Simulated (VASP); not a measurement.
# Mo (Fd-3m) in VASP: a series of runs, part 2 of 2

VASP 6.6.1. Earlier steps stand in the parts before.

**4. Relaxation of cell and atoms, LDA**

This run uses another cell than the first one, of 20.23 Å³/atom, 1.035 times its volume.

Contents of INCAR:

```
SYSTEM = Mo
ALGO     = Normal         ! electronic algorithm
EDIFF    = 1E-6           ! SCF threshold, eV
EDIFFG   = -0.03          ! ionic threshold
ENCUT    = 600            ! plane-wave cutoff, eV
IBRION   = 2              ! ionic algorithm
ISIF     = 3              ! what is computed and relaxed
ISMEAR   = 1              ! smearing method
LASPH    = .True.         ! aspherical terms in the spheres
LCHARG   = .False.        ! write CHGCAR
LREAL    = .False.        ! projectors in reciprocal space
LWAVE    = .False.        ! write WAVECAR
NELM     = 60             ! most SCF steps
NSW      = 80             ! ionic steps
PREC     = Accurate       ! precision mode
SIGMA    = 0.1            ! smearing width, eV
```

Contents of KPOINTS:

```
k-points
0
Gamma
  7 7 7
  0 0 0
```

Contents of POSCAR:

```
Mo
1.0
    0.0000000000      2.7250000000      2.7250000000
    2.7250000000      0.0000000000      2.7250000000
    2.7250000000      2.7250000000      0.0000000000
Mo
2
Direct
    0.0000000000      0.0000000000      0.0000000000
    0.2500000000      0.2500000000      0.2500000000
```

Potentials or basis: VASP PAW LDA potentials, release 64 (Mo_sv).

The run is started by

```sh
> cat potpaw_LDA.64/Mo_sv/POTCAR > POTCAR
> mpirun -np 1 vasp_std > vasp.out
```

OUTCAR:

```text
SYSTEM = Mo
   EDIFF = 1E-6
   EDIFFG = -0.03
   ENCUT = 600
   IBRION = 2
   ISIF = 3
   ISMEAR = 1
   LASPH = .True.
   LREAL = .False.
   NELM = 60
   NSW = 80
   PREC = Accurate

 ion  position               nearest neighbor table
   1  0.000  0.000  0.000-   2 2.36   2 2.36   2 2.36   2 2.36
   2  0.250  0.250  0.250-   1 2.36   1 2.36   1 2.36   1 2.36

  LATTYP: Found a face centered cubic cell.
 ALAT       =     5.4500000000

  Lattice vectors:

 A1 = (   0.0000000000,   2.7250000000,   2.7250000000)
 A2 = (   2.7250000000,   0.0000000000,   2.7250000000)
 A3 = (   2.7250000000,   2.7250000000,   0.0000000000)

Analysis of symmetry for initial positions (statically):
=====================================================================
 Subroutine PRICEL returns:
 Original cell was already a primitive cell.

 Routine SETGRP: Setting up the symmetry group for a
 face centered cubic supercell.

 Subroutine GETGRP returns: Found 48 space group operations
 (whereof 24 operations were pure point group operations)
 out of a pool of 48 trial point group operations.

The static configuration has the point symmetry T_d .
 The point group associated with its full space group is O_h .

Analysis of symmetry for dynamics (positions and initial velocities):
=====================================================================
 Subroutine PRICEL returns:
 Original cell was already a primitive cell.

 Routine SETGRP: Setting up the symmetry group for a
 face centered cubic supercell.

 Subroutine GETGRP returns: Found 48 space group operations
 (whereof 24 operations were pure point group operations)
 out of a pool of 48 trial point group operations.

The dynamic configuration has the point symmetry T_d .
 The point group associated with its full space group is O_h .

 Subroutine INISYM returns: Found 48 space group operations
 (whereof 24 operations are pure point group operations),
 and found     1 'primitive' translations

----------------------------------------------------------------------------------------

                                     Primitive cell

  volume of cell :      40.4697

  direct lattice vectors                    reciprocal lattice vectors
     0.000000000  2.725000000  2.725000000    -0.183486239  0.183486239  0.183486239
     2.725000000  0.000000000  2.725000000     0.183486239 -0.183486239  0.183486239
     2.725000000  2.725000000  0.000000000     0.183486239  0.183486239 -0.183486239

  length of vectors
     3.853731957  3.853731957  3.853731957     0.317807488  0.317807488  0.317807488

  position of ions in fractional coordinates (direct lattice)
     0.000000000  0.000000000  0.000000000
     0.250000000  0.250000000  0.250000000

  ion indices of the primitive-cell ions
   primitive index   ion index
                 1           1
                 2           2

----------------------------------------------------------------------------------------

 KPOINTS: k-points

Automatic generation of k-mesh.
 Grid dimensions read from file:
 generate k-points for:    7    7    7

 Generating k-lattice:

  Cartesian coordinates                     Fractional coordinates (reciprocal lattice)
    -0.026212320  0.026212320  0.026212320     0.142857143  0.000000000  0.000000000
     0.026212320 -0.026212320  0.026212320     0.000000000  0.142857143  0.000000000
     0.026212320  0.026212320 -0.026212320     0.000000000  0.000000000  0.142857143

  Length of vectors
     0.045401070  0.045401070  0.045401070

  Shift w.r.t. Gamma in fractional coordinates (k-lattice)
     0.000000000  0.000000000  0.000000000

 Subroutine IBZKPT returns following result:
 ===========================================

 Found     20 irreducible k-points:

 Following reciprocal coordinates:
            Coordinates               Weight
  0.000000  0.000000  0.000000      1.000000
  0.142857  0.000000  0.000000      8.000000
  0.285714  0.000000  0.000000      8.000000
  0.428571  0.000000  0.000000      8.000000
  0.142857  0.142857  0.000000      6.000000
  0.285714  0.142857  0.000000     24.000000
[... 12 lines left out ...]
 -0.428571  0.428571  0.142857     24.000000
 -0.285714  0.428571  0.142857     24.000000
   k-points           NKPTS =     20   k-points in BZ     NKDIM =     20   number of bands    NBANDS=     18
   number of dos      NEDOS =    301   number of ions     NIONS =      2
   total plane-waves  NPLWV =  32768
   dimension x,y,z NGX =    32 NGY =   32 NGZ =   32
   dimension x,y,z NGXF=    64 NGYF=   64 NGZF=   64
   ions per type =               2
   NGX,Y,Z   is equivalent  to a cutoff of  13.80, 13.80, 13.80 a.u.
   NGXF,Y,Z  is equivalent  to a cutoff of  27.61, 27.61, 27.61 a.u.
 SYSTEM =  Mo
   PREC   = accura    normal or accurate (medium, high low for compatibility)
   ISTART =      0    job   : 0-new  1-cont  2-samecut
   ICHARG =      2    charge: 1-file 2-atom 10-const
   ISPIN  =      1    spin polarized calculation?
   LNONCOLLINEAR =      F non collinear calculations
   LSORBIT =      F    spin-orbit coupling
   LASPH  =      T    aspherical Exc in radial PAW
   ENCUT  =  600.0 eV  44.10 Ry    6.64 a.u.   7.70  7.70  7.70*2*pi/ulx,y,z
   NELM   =     60;   NELMIN=  2; NELMDL= -5     # of ELM steps
   EDIFF  = 0.1E-05   stopping-criterion for ELM
   LREAL  =      F    real-space projection
   EDIFFG = -.3E-01   stopping-criterion for IOM
   NSW    =     80    number of steps for IOM
   IBRION =      2    ionic relax: 0-MD 1-quasi-New 2-CG
   NFREE  =      1    steps in history (QN), initial steepest desc. (CG)
   ISIF   =      3    stress and relaxation
   ISYM   =      2    0-nonsym 1-usesym 2-fastsym
   POTIM  = 0.5000    time-step for ionic-motion
   TEBEG  =    0.0;   TEEND  =   0.0 temperature during run
   PSTRESS=    0.0 pullay stress
   NELECT =      28.0000    total number of electrons
   NUPDOWN=      -1.0000    fix difference up-down
   EMIN   =  10.00;   EMAX   =-10.00  energy-range for DOS
   EFERMI =   0.00;   METHOD = LEGACY
   ISMEAR =     1;   SIGMA  =   0.10  broadening in eV -4-tet -1-fermi 0-gaus
   EFERMI_NEDOS =   21; number of points for ismear=-14 and -15
   IALGO  =     38    algorithm
   IMIX   =      4    mixing-type and parameters
     AMIX     =   0.40;   BMIX     =  1.00
     AMIX_MAG =   1.60;   BMIX_MAG =  1.00
  volume/ion in A,a.u.               =      20.23       136.55
  Fermi-wavevector in a.u.,A,eV,Ry     =   1.447941  2.736213 28.525083  2.096534
  Thomas-Fermi vector in A             =   2.565839
   LORBIT       =      0    0 simple, 1 ext, 2 COOP (PROOUT), +10 PAW based schemes
   GGA     = CA    functional components
   LHFCALC =     F    Hartree Fock is set to
   AEXX    =    0.0000 exact exchange contribution
   IVDW    =     0    specifies the selected vdW correction
   LEPSILON=     F    determine dielectric tensor
   LRPA    =     F    only Hartree local field effects (RPA)
 conjugate gradient relaxation of ions
 non-spin polarized calculation
 Methfessel and Paxton  Order N= 1 SIGMA  =   0.10
  energy-cutoff  :      600.00
  volume of cell :       40.47
 maximum number of plane-waves:      1363
   NGX = 15   NGY = 15   NGZ = 15

--------------------------------------- Ionic step        1  -------------------------------------------

 number of electron      28.0000001 magnetization

 Free energy of the ion-electron system (eV)
  ---------------------------------------------------
  ext. energy  EPLUGINS =         0.00000000
  ---------------------------------------------------
  free energy    TOTEN  =       -19.46548084 eV

  energy without entropy =      -19.46305023  energy(sigma->0) =      -19.46467063

------------------------ aborting loop because EDIFF is reached ----------------------------------------

  FORCE on cell =-STRESS in cart. coord.  units (eV):
  Direction    XX          YY          ZZ          XY          YZ          ZX
  --------------------------------------------------------------------------------------
  -------------------------------------------------------------------------------------
  Total        2.5136866      2.5136866      2.5136866     -0.0000000      0.0000000     -0.0000000
  in kB       99.5158355     99.5158355     99.5158355     -0.0000000      0.0000000     -0.0000000
  external PRESSURE =      99.5158355 kB  Pullay stress =       0.0000000 kB
[... 93 lines left out ...]
  energy  without entropy=      -19.5509409113  energy(sigma->0) =      -19.55126547

--------------------------------------- Ionic step        4  -------------------------------------------

 number of electron      28.0000000 magnetization

 Free energy of the ion-electron system (eV)
  ---------------------------------------------------
  ext. energy  EPLUGINS =         0.00000000
  ---------------------------------------------------
  free energy    TOTEN  =       -19.55147790 eV

  energy without entropy =      -19.55092678  energy(sigma->0) =      -19.55129419

 E-fermi :   7.4083     XC(G=0): -11.3881

 val. band max:        7.3971363368   @ k =   0.4286   0.2857   0.1429
 cond. band min:       7.4161149808   @ k =  -0.2857   0.2857   0.0000
 fundamental gap:      0.0189786440
 Fermi energy:         7.4083087893

 k-point     1 :       0.0000    0.0000    0.0000
  band No.  band energies     occupation
      1     -52.8285      2.00000
      2     -51.9865      2.00000
      3     -27.4411      2.00000
      4     -27.4411      2.00000
      5     -27.4411      2.00000
      6     -26.1526      2.00000
[... 10 lines left out ...]
     17       8.7222     -0.00000
     18      12.0219      0.00000
[... 426 lines left out ...]
  FREE ENERGIE OF THE ION-ELECTRON SYSTEM (eV)
  ---------------------------------------------------
  free  energy   TOTEN  =       -19.5514778955 eV

  energy  without entropy=      -19.5509267753  energy(sigma->0) =      -19.55129419

 reached required accuracy - stopping structural energy minimisation
```

Run time: 48 s. Hardware: 1 thread of Intel Xeon 8259CL, shared host; peak memory 0.17 GiB.

What came out:

```yaml
Free_energy: -19.5515 eV
Relaxed_volume: 21.70 Å³/atom
Relaxed_cell: a = 3.945 Å, b = 3.945 Å, c = 3.945 Å, α = 60.00°, β = 60.00°, γ = 60.00°
Space_group_after_relaxing_to_0.05_Å: Fd-3m (No. 227)
Energy_gained_by_relaxing: 43.0 meV/atom
Ionic_steps: 4
Pressure_after_relaxing: 0.0 GPa
Band_gap_on_the_k_mesh: zero (band 14 reaches 7.53 eV, above the bottom of band 15 at 7.26 eV)
```

Step by step:
```tsv
step	energy change (eV)	largest force (eV/Å)	pressure (GPa)	volume (Å³)
1	0.0000	0.0000	9.95	40.47
2	0.0949	0.0000	-10.81	48.29
3	-0.0859	0.0000	-0.23	43.47
4	-0.0860	0.0000	0.00	43.40
```

Final structure:
```cif
data_structure
_symmetry_space_group_name_H-M 'P 1'
_symmetry_Int_Tables_number 1
_cell_length_a 3.9446
_cell_length_b 3.9446
_cell_length_c 3.9446
_cell_angle_alpha 60.000
_cell_angle_beta 60.000
_cell_angle_gamma 60.000
_cell_volume 43.40
loop_
_atom_site_label
_atom_site_type_symbol
_atom_site_fract_x
_atom_site_fract_y
_atom_site_fract_z
_atom_site_occupancy
Mo1 Mo 0.00000 0.00000 0.00000 1
Mo2 Mo 0.25000 0.25000 0.25000 1
```

**5. Relaxation of cell and atoms, LDA, target pressure 15 GPa, at which the enthalpy is minimised**

This run uses another cell than the first one, of 20.23 Å³/atom, 1.035 times its volume.

Contents of INCAR:

```
PREC = Accurate ; ENCUT = 600
EDIFF = 1E-6 ; ISMEAR = 1
SIGMA = 0.1 ; LREAL = False
LASPH = True ; NELM = 60
ALGO = Normal ; ISIF = 3
LWAVE = False ; LCHARG = False
GGA = CA ; IBRION = 2
NSW = 80 ; EDIFFG = -0.03
PSTRESS = 150.0
```

Contents of KPOINTS:

```
Automatic mesh
0
Gamma
  7 7 7
```

POSCAR is that of step 4.

The run is started by

```sh
> cat potpaw_LDA.64/Mo_sv/POTCAR > POTCAR
> mpirun -np 1 vasp_std > vasp.out
```

Run time: 41 s. Hardware: 1 thread of Intel Xeon 8259CL, shared host; peak memory 0.17 GiB.

It converged, with:

| Property | Result |
| --- | --- |
| Free energy | -19.3805 eV |
| Relaxed volume | 19.68 Å³/atom |
| Relaxed cell | a = 3.818 Å, b = 3.818 Å, c = 3.818 Å, α = 60.00°, β = 60.00°, γ = 60.00° |
| Space group after relaxing (to 0.05 Å) | Fd-3m (No. 227) |
| Energy change on relaxing (the enthalpy is what falls) | +42.5 meV/atom |
| Ionic steps | 3 |
| Pressure after relaxing | 14.9 GPa |
| Band gap on the k mesh | zero (band 14 reaches 8.90 eV, above the bottom of band 15 at 8.47 eV) |

The path:
```
step  energy change (eV)  largest force (eV/Å)  pressure (GPa)  volume (Å³)
   1              0.0000                0.0000            9.95        40.47
   2              0.4249                0.0000           29.17        36.85
   3              0.0850                0.0000           14.86        39.37
```

Final structure:
```
Mo
1.0
     0.00000    2.70000    2.70000
     2.70000    0.00000    2.70000
     2.70000    2.70000    0.00000
Mo
2
Direct
  0.00000 0.00000 0.00000
  0.25000 0.25000 0.25000
```

Levels at points of the mesh, in eV from the Fermi level:
```csv
k point,band 10,band 11,band 12,band 13,band 14,band 15,band 16,band 17,band 18
"(0.00, 0.00, 0.00)",-3.00,-3.00,-1.64,-1.64,-1.64,1.40,1.40,1.40,5.11
```

Caveat: the cell is relaxed towards a set pressure, so the enthalpy falls and the energy may rise.

**6. Overview**

```csv
task,cell,cutoff (eV),gap on the mesh (eV),pressure (GPa)
single point,"a = 3.810 Å, angles 60.0°, 2 atoms",520,none,16.2
single point,"a = 3.937 Å, angles 60.0°, 2 atoms",520,none,0.8
relaxation of cell and atoms,"relaxed from a = 3.854 Å, angles 60.0°, 2 atoms",600,none,0.0
relaxation of cell and atoms,"relaxed to 15 GPa from a = 3.854 Å, angles 60.0°, 2 atoms",600,none,14.9
```

Alike in all rows: level LDA; potentials or basis VASP PAW LDA potentials, release 64 (Mo_sv); no spin polarisation; k mesh 7 × 7 × 7; smearing methfessel-paxton 0.1 eV.

Caveats: the cell is relaxed towards a set pressure, so the enthalpy falls and the energy may rise (some runs).

Total energies depend on the potentials used, so only differences within one code and one set of settings carry meaning.
